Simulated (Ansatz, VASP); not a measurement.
**Two plane-wave programs on BPH6**

```
B P H
1.0
    10.60000    0.00000    0.00000
     0.00000   10.90000    0.00000
     0.00000    0.00000   11.20000
B P H
1 1 6
Direct
  0.56466 0.56288 0.56119
  0.46045 0.46154 0.46258
  0.62588 0.62242 0.49028
  0.62588 0.49002 0.61914
  0.48974 0.62242 0.61914
  0.51974 0.37904 0.38228
  0.37562 0.51920 0.38228
  0.37561 0.37903 0.51868
```

Alike in both runs: functional PBE; k mesh 1 × 1 × 1; occupations gaussian, width 0.05 eV; no spin polarisation.

Ansatz relaxed the structure, and its values are those at the end. VASP's run is a single point on that final structure, the one shown.

|  | VASP | Ansatz |
| --- | --- | --- |
| version | VASP 6.6.1 | Ansatz 0.2.0 |
| potentials or method | VASP PAW PBE potentials, release 64 (B, P, H), cutoff 520 eV | scalar-relativistic, plane waves, PAW |
| valence electrons in the cell | 14 | 14 |

```tsv
	VASP	Ansatz	Ansatz less VASP
gap on the k mesh at the Fermi level (eV)	6.27	6.26	-0.015
rms of the force components (eV/Å)	0.018	0.002	-0.0161
```

The functional is the same, so the differences come from potentials, cutoffs and numerics. Ansatz's warnings: xc potential rough in thin density.
